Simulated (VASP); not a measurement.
# AlIn (Cmmm) in VASP: notebook

AlIn is run at these levels: PBEsol; tasks: single point, relaxation of cell and atoms.

All numbers are computed with VASP 6.6.1; they aren't measurements. Logs are shortened: lines on timing, memory, paths and dates and some standing lists are left out, and cuts for length are marked.

### 1 The cell of the first run

Symmetry: Cmmm, No. 65, orthorhombic system. Conventional cell: a = 3.525 Å, b = 4.984 Å, c = 4.984 Å, α = 90.00°, β = 90.00°, γ = 90.00°. Al (site symmetry mmm) has 6 Al at 3.05 to 3.52 Å and 8 In at 3.05 to 3.52 Å within 4.0 Å. Within 4.0 Å of In (site symmetry mmm) lie 8 Al at 3.05 to 3.52 Å and 6 In at 3.05 to 3.52 Å.

### 2 Single point, PBEsol

INCAR

```
  ALGO = Normal
  EDIFF = 1E-7
  ENCUT = 520
  GGA = PS
  ISIF = 2
  ISMEAR = 0
  LASPH = T
  LCHARG = F
  LREAL = F
  LWAVE = F
  NBANDS = 15
  NELM = 100
  PREC = Accurate
  SIGMA = 0.1
```

KPOINTS

```
k-points
0
Gamma
  6 6 4
```

POSCAR

```
AlIn
1.0
    1.7622726771     -2.4922299206      0.0000000000
    1.7622726771      2.4922299206      0.0000000000
    0.0000000000      0.0000000000      4.9844598412
Al In
1 1
Direct
    0.5000000000      0.5000000000      0.5000000000
    0.0000000000      0.0000000000      0.0000000000
```

Potentials or basis: VASP PAW PBE potentials, release 64 (Al, In_d).

Run with:

```console
$ cat potpaw_PBE.64/Al/POTCAR potpaw_PBE.64/In_d/POTCAR > POTCAR
$ mpirun -np 1 vasp_std > vasp.out
```

OUTCAR:

```text
EDIFF = 1E-7
   ENCUT = 520
   GGA = PS
   ISIF = 2
   ISMEAR = 0
   LASPH = T
   LREAL = F
   NELM = 100
   PREC = Accurate

 ion  position               nearest neighbor table
   1  0.500  0.500  0.500-   2 3.05   2 3.05   2 3.05   2 3.05   2 3.52   2 3.52   2 3.52   2 3.52

   2  0.000  0.000  0.000-   1 3.05   1 3.05   1 3.05   1 3.05   1 3.52   1 3.52   1 3.52   1 3.52

  LATTYP: Found a base centered orthorhombic cell.
 ALAT       =     3.5245453542
 B/A-ratio  =     1.4142135624
 C/A-ratio  =     1.4142135624

  Lattice vectors:

 A1 = (   1.7622726771,  -2.4922299206,   0.0000000000)
 A2 = (   1.7622726771,   2.4922299206,   0.0000000000)
 A3 = (   0.0000000000,   0.0000000000,   4.9844598412)

Analysis of symmetry for initial positions (statically):
=====================================================================
 Subroutine PRICEL returns:
 Original cell was already a primitive cell.

 Routine SETGRP: Setting up the symmetry group for a
 base centered orthorhombic supercell.

 Subroutine GETGRP returns: Found  8 space group operations
 (whereof  8 operations were pure point group operations)
 out of a pool of  8 trial point group operations.

The static configuration has the point symmetry D_2h.

Analysis of symmetry for dynamics (positions and initial velocities):
=====================================================================
 Subroutine PRICEL returns:
 Original cell was already a primitive cell.

 Routine SETGRP: Setting up the symmetry group for a
 base centered orthorhombic supercell.

 Subroutine GETGRP returns: Found  8 space group operations
 (whereof  8 operations were pure point group operations)
 out of a pool of  8 trial point group operations.

The dynamic configuration has the point symmetry D_2h.

 Subroutine INISYM returns: Found  8 space group operations
 (whereof  8 operations are pure point group operations),
 and found     1 'primitive' translations

----------------------------------------------------------------------------------------

                                     Primitive cell

  volume of cell :      43.7834

  direct lattice vectors                    reciprocal lattice vectors
     1.762272677 -2.492229921  0.000000000     0.283724537 -0.200623544  0.000000000
     1.762272677  2.492229921  0.000000000     0.283724537  0.200623544  0.000000000
     0.000000000  0.000000000  4.984459841     0.000000000  0.000000000  0.200623544

  length of vectors
     3.052345814  3.052345814  4.984459841     0.347490172  0.347490172  0.200623544

  position of ions in fractional coordinates (direct lattice)
     0.500000000  0.500000000  0.500000000
     0.000000000  0.000000000  0.000000000

  ion indices of the primitive-cell ions
   primitive index   ion index
                 1           1
                 2           2

----------------------------------------------------------------------------------------

 KPOINTS: k-points

Automatic generation of k-mesh.
 Grid dimensions read from file:
 generate k-points for:    6    6    4

 Generating k-lattice:

  Cartesian coordinates                     Fractional coordinates (reciprocal lattice)
     0.047287423 -0.033437257  0.000000000     0.166666667  0.000000000  0.000000000
     0.047287423  0.033437257  0.000000000     0.000000000  0.166666667  0.000000000
     0.000000000  0.000000000  0.050155886     0.000000000  0.000000000  0.250000000

  Length of vectors
     0.057915029  0.057915029  0.050155886

  Shift w.r.t. Gamma in fractional coordinates (k-lattice)
     0.000000000  0.000000000  0.000000000

 Subroutine IBZKPT returns following result:
 ===========================================

 Found     39 irreducible k-points:

 Following reciprocal coordinates:
            Coordinates               Weight
  0.000000  0.000000  0.000000      1.000000
  0.166667 -0.000000  0.000000      4.000000
  0.333333 -0.000000  0.000000      4.000000
  0.500000  0.000000  0.000000      2.000000
  0.166667  0.166667  0.000000      2.000000
  0.333333  0.166667  0.000000      4.000000
[... 16 lines left out ...]
  0.333333  0.333333  0.250000      4.000000
  0.500000  0.333333  0.250000      8.000000
 [... further k-points ...]
   k-points           NKPTS =     39   k-points in BZ     NKDIM =     39   number of bands    NBANDS=     15
   number of dos      NEDOS =    301   number of ions     NIONS =      2
   total plane-waves  NPLWV =  23040
   dimension x,y,z NGX =    24 NGY =   24 NGZ =   40
   dimension x,y,z NGXF=    48 NGYF=   48 NGZF=   80
   ions per type =               1   1
   NGX,Y,Z   is equivalent  to a cutoff of  13.07, 13.07, 13.34 a.u.
   NGXF,Y,Z  is equivalent  to a cutoff of  26.14, 26.14, 26.68 a.u.
 SYSTEM =  unknown system
   PREC   = accura    normal or accurate (medium, high low for compatibility)
   ISTART =      0    job   : 0-new  1-cont  2-samecut
   ICHARG =      2    charge: 1-file 2-atom 10-const
   ISPIN  =      1    spin polarized calculation?
   LNONCOLLINEAR =      F non collinear calculations
   LSORBIT =      F    spin-orbit coupling
   LASPH  =      T    aspherical Exc in radial PAW
   ENCUT  =  520.0 eV  38.22 Ry    6.18 a.u.   5.68  5.68  9.27*2*pi/ulx,y,z
   NELM   =    100;   NELMIN=  2; NELMDL= -5     # of ELM steps
   EDIFF  = 0.1E-06   stopping-criterion for ELM
   LREAL  =      F    real-space projection
   EDIFFG = 0.1E-05   stopping-criterion for IOM
   NSW    =      0    number of steps for IOM
   IBRION =     -1    ionic relax: 0-MD 1-quasi-New 2-CG
   NFREE  =      0    steps in history (QN), initial steepest desc. (CG)
   ISIF   =      2    stress and relaxation
   ISYM   =      2    0-nonsym 1-usesym 2-fastsym
   POTIM  = 0.5000    time-step for ionic-motion
   TEBEG  =    0.0;   TEEND  =   0.0 temperature during run
   PSTRESS=    0.0 pullay stress
   NELECT =      16.0000    total number of electrons
   NUPDOWN=      -1.0000    fix difference up-down
   EMIN   =  10.00;   EMAX   =-10.00  energy-range for DOS
   EFERMI =   0.00;   METHOD = LEGACY
   ISMEAR =     0;   SIGMA  =   0.10  broadening in eV -4-tet -1-fermi 0-gaus
   EFERMI_NEDOS =   21; number of points for ismear=-14 and -15
   IALGO  =     38    algorithm
   IMIX   =      4    mixing-type and parameters
     AMIX     =   0.40;   BMIX     =  1.00
     AMIX_MAG =   1.60;   BMIX_MAG =  1.00
  volume/ion in A,a.u.               =      21.89       147.73
  Fermi-wavevector in a.u.,A,eV,Ry     =   1.170429  2.211790 18.638674  1.369904
  Thomas-Fermi vector in A             =   2.306888
   LORBIT       =      0    0 simple, 1 ext, 2 COOP (PROOUT), +10 PAW based schemes
   GGA     = PS    functional components
   LHFCALC =     F    Hartree Fock is set to
   AEXX    =    0.0000 exact exchange contribution
   IVDW    =     0    specifies the selected vdW correction
   LEPSILON=     F    determine dielectric tensor
   LRPA    =     F    only Hartree local field effects (RPA)
 non-spin polarized calculation
 Gauss-broadening in eV      SIGMA  =   0.10
  energy-cutoff  :      520.00
  volume of cell :       43.78
 maximum number of plane-waves:      1196
   NGX = 11   NGY = 11   NGZ = 19

 number of electron      16.0000000 magnetization

 Free energy of the ion-electron system (eV)
  ---------------------------------------------------
  ext. energy  EPLUGINS =         0.00000000
  ---------------------------------------------------
  free energy    TOTEN  =        -6.69386826 eV

  energy without entropy =       -6.69060637  energy(sigma->0) =       -6.69223732

 E-fermi :   7.4069     XC(G=0): -10.2841

 val. band max:        7.3661437400   @ k =   0.3333  -0.0000   0.5000
 cond. band min:       7.4849531156   @ k =   0.5000   0.3333   0.5000
 fundamental gap:      0.1188093756
 Fermi energy:         7.4068597313

 k-point     1 :       0.0000    0.0000    0.0000
  band No.  band energies     occupation
      1      -7.4677      2.00000
      2      -7.3483      2.00000
      3      -6.9967      2.00000
      4      -6.9912      2.00000
      5      -6.9081      2.00000
      6      -2.7170      2.00000
      7       3.6882      2.00000
      8       3.7683      2.00000
      9      13.8662      0.00000
     10      15.4151      0.00000
     11      15.9477      0.00000
     12      17.3690      0.00000
     13      19.4199      0.00000
     14      19.4896      0.00000
     15      19.6885      0.00000

 k-point     2 :       0.1667   -0.0000    0.0000
  band No.  band energies     occupation
      1      -7.4371      2.00000
      2      -7.2517      2.00000
      3      -7.0490      2.00000
      4      -6.9928      2.00000
      5      -6.9344      2.00000
      6      -2.1893      2.00000
      7       4.1452      2.00000
      8       4.3454      2.00000
      9      10.2636      0.00000
     10      13.9705      0.00000
     11      15.9454      0.00000
     12      16.1939      0.00000
     13      17.4559      0.00000
     14      18.6109      0.00000
     15      20.0210      0.00000

 k-point     3 :       0.3333   -0.0000    0.0000
  band No.  band energies     occupation
      1      -7.4608      2.00000
      2      -7.1921      2.00000
      3      -7.0408      2.00000
      4      -6.9519      2.00000
      5      -6.9230      2.00000
      6      -0.5757      2.00000
      7       5.3683      2.00000
      8       5.9943      2.00000
      9       6.0205      2.00000
     10      11.5435      0.00000
     11      12.0641      0.00000
     12      13.6487      0.00000
     13      15.4221      0.00000
     14      19.4051      0.00000
     15      19.7764      0.00000
[... 343 lines left out ...]
 k-point    23 :       0.3333    0.3333    0.2500
  band No.  band energies     occupation
      1      -7.1813      2.00000
      2      -7.1689      2.00000
      3      -7.1535      2.00000
      4      -6.9918      2.00000
      5      -6.9838      2.00000
      6       3.3226      2.00000
      7       5.2273      2.00000
      8       5.7127      2.00000
      9       6.5887      2.00000
     10       8.2902      0.00000
     11       8.7115      0.00000
     12      12.5322      0.00000
     13      14.3562      0.00000
     14      15.0993      0.00000
     15      19.0380      0.00000

 k-point    24 :       0.5000    0.3333    0.2500
  band No.  band energies     occupation
      1      -7.3187      2.00000
      2      -7.2187      2.00000
      3      -7.1171      2.00000
      4      -6.9942      2.00000
      5      -6.7995      2.00000
      6       2.4954      2.00000
      7       5.5581      2.00000
      8       6.5166      2.00000
      9       6.7925      2.00000
     10       9.3588      0.00000
     11       9.7338      0.00000
     12      12.2264      0.00000
     13      14.7141      0.00000
     14      15.2623      0.00000
     15      16.0047      0.00000

 [... further k-points ...]

------------------------ aborting loop because EDIFF is reached ----------------------------------------

  FORCE on cell =-STRESS in cart. coord.  units (eV):
  Direction    XX          YY          ZZ          XY          YZ          ZX
  --------------------------------------------------------------------------------------
  -------------------------------------------------------------------------------------
  Total        0.3308448      0.1337943     -1.4320639     -0.0000000      0.0000000      0.0000000
  in kB       12.1066935      4.8959710    -52.4039071     -0.0000000      0.0000000      0.0000000
  external PRESSURE =     -11.8004142 kB  Pullay stress =       0.0000000 kB

 VOLUME and BASIS-vectors are now :
 -----------------------------------------------------------------------------
  energy-cutoff  :      520.00
  volume of cell :       43.78
      direct lattice vectors                 reciprocal lattice vectors
     1.762272677 -2.492229921  0.000000000     0.283724537 -0.200623544  0.000000000
     1.762272677  2.492229921  0.000000000     0.283724537  0.200623544  0.000000000
     0.000000000  0.000000000  4.984459841     0.000000000  0.000000000  0.200623544

 POSITION                                       TOTAL-FORCE (eV/Angst)
 -----------------------------------------------------------------------------------
      1.76227      0.00000      2.49223         0.000000      0.000000      0.000000
      0.00000      0.00000      0.00000         0.000000      0.000000      0.000000
 -----------------------------------------------------------------------------------
    total drift:                                0.000000     -0.000000      0.000000

  FREE ENERGIE OF THE ION-ELECTRON SYSTEM (eV)
  ---------------------------------------------------
  free  energy   TOTEN  =        -6.6938682598 eV

  energy  without entropy=       -6.6906063718  energy(sigma->0) =       -6.69223732
```

Wall time 14 s (1 thread of Intel Xeon Platinum 8259CL at 2.50GHz (Skylake/Cascade Lake), shared host); peak memory 0.16 GiB.

What came out:

- Free energy: -6.6939 eV
- Pressure: -1.2 GPa
- Band gap on the k mesh: zero (band 8 reaches 11.66 eV, above the bottom of band 9 at 3.99 eV)

Stress tensor (GPa, compression positive):
```
 1.21  0.00  0.00
 0.00  0.49  0.00
 0.00  0.00 -5.24
```

Caveat: the k points lie up to 0.36 Å⁻¹ apart; the PAW data sets were made with another functional, which shifts forces and pressure a little; spin-orbit coupling is left out, which moves the levels of the heavy elements.

### 3 Relaxation of cell and atoms, PBEsol

INCAR

```
SYSTEM = AlIn
ALGO     = Normal         ! electronic algorithm
EDIFF    = 1E-6           ! SCF threshold, eV
EDIFFG   = -0.005         ! ionic threshold
ENCUT    = 600            ! plane-wave cutoff, eV
GGA      = PS             ! functional
IBRION   = 2              ! ionic algorithm
ISIF     = 3              ! what is computed and relaxed
ISMEAR   = 0              ! smearing method
LASPH    = .TRUE.         ! aspherical terms in the spheres
LCHARG   = .FALSE.        ! write CHGCAR
LREAL    = .FALSE.        ! projectors in reciprocal space
LWAVE    = .FALSE.        ! write WAVECAR
NELM     = 100            ! most SCF steps
NSW      = 100            ! ionic steps
PREC     = Accurate       ! precision mode
SIGMA    = 0.1            ! smearing width, eV
```

KPOINTS

```
k-points
0
G
  14 14 8
  0 0 0
```

POSCAR is that of step 2.

Potentials or basis: VASP PAW PBE potentials, release 64 (Al, In_d).

Run with:

```console
$ cat potpaw_PBE.64/Al/POTCAR potpaw_PBE.64/In_d/POTCAR > POTCAR
$ mpirun -np 1 vasp_std > vasp.out
```

Wall time 9.9 min (1 thread of Intel Xeon 6975P-C (Granite Rapids), shared host); peak memory 0.34 GiB.

Results (log left out):

| Property | Result |
| --- | --- |
| Free energy | -6.7552 eV |
| Relaxed volume | 21.18 Å³/atom |
| Relaxed cell | a = 3.193 Å, b = 3.193 Å, c = 4.163 Å, α = 90.00°, β = 90.00°, γ = 93.62° |
| Space group after relaxing (to 0.05 Å) | Cmmm (No. 65) |
| Energy gained by relaxing | 43.4 meV/atom |
| Ionic steps | 30 |
| Pressure after relaxing | 0.0 GPa |
| Band gap on the k mesh | zero (band 8 reaches 13.67 eV, above the bottom of band 9 at 4.01 eV) |

The path:
```tsv
step	energy change (eV)	largest force (eV/Å)	pressure (GPa)	volume (Å³)
1	0.0000	0.0000	-0.69	43.78
2	-0.0039	0.0000	0.03	43.19
3	-0.0053	0.0000	0.74	42.64
4	-0.0078	0.0000	0.76	42.64
5	-0.0083	0.0000	0.77	42.64
6	-0.0096	0.0000	0.28	43.02
7	-0.0098	0.0000	-0.20	43.40
8	-0.0098	0.0000	-0.07	43.28
9	-0.0098	0.0000	-0.04	43.26
10	-0.0100	0.0000	-0.04	43.26
11	-0.0104	0.0000	-0.03	43.27
12	-0.0109	0.0000	-0.01	43.28
13	-0.0127	0.0000	0.01	43.29
14	-0.0207	0.0000	-0.10	43.25
15	-0.0487	0.0000	-0.59	42.99
16	-0.0819	0.0000	0.67	41.79
17	-0.0823	0.0000	0.09	42.35
18	-0.0863	0.0000	0.36	42.09
19	-0.0862	0.0000	0.43	42.04
20	-0.0781	0.0000	-1.68	43.81
21	-0.0868	0.0000	-0.02	42.38
22	-0.0868	0.0000	-0.05	42.40
23	-0.0867	0.0000	0.08	42.31
24	-0.0868	0.0000	-0.02	42.37
25	-0.0868	0.0000	-0.01	42.37
26	-0.0868	0.0000	0.03	42.34
27	-0.0868	0.0000	-0.01	42.36
28	-0.0868	0.0000	0.00	42.36
29	-0.0868	0.0000	-0.02	42.37
30	-0.0868	0.0000	0.00	42.37
```

Final structure:
```
CELL_PARAMETERS angstrom
2.18573 -2.32824 0.00000
2.18573 2.32824 0.00000
0.00000 0.00000 4.16255
ATOMIC_POSITIONS crystal
Al 0.50000 0.50000 0.50000
In 0.00000 0.00000 0.00000
```

Levels at points of the mesh, in eV from the Fermi level:
```
           k point  band 5  band 6  band 7  band 8  band 9  band 10  band 11  band 12
(0.00, 0.00, 0.00)  -14.30  -10.33   -1.92   -0.51    3.53     3.95     5.80     6.78
(0.50, 0.00, 0.00)  -14.32   -6.47   -6.32    1.80    2.42     2.66     3.19     7.02
(0.50, 0.50, 0.00)  -14.12   -3.25   -2.87   -2.57   -1.43     3.94     4.92     5.77
(0.00, 0.00, 0.50)  -14.30   -8.31   -7.75    5.90    5.92     6.22     6.26     6.28
(0.50, 0.00, 0.50)  -14.26   -4.65   -4.03   -3.93   -3.75     7.57     8.81     9.80
(0.50, 0.50, 0.50)  -14.12   -1.11   -1.05   -0.99   -0.54    -0.40     0.15     0.44
```

Caveat: the PAW data sets were made with another functional, which shifts forces and pressure a little; spin-orbit coupling is left out, which moves the levels of the heavy elements.
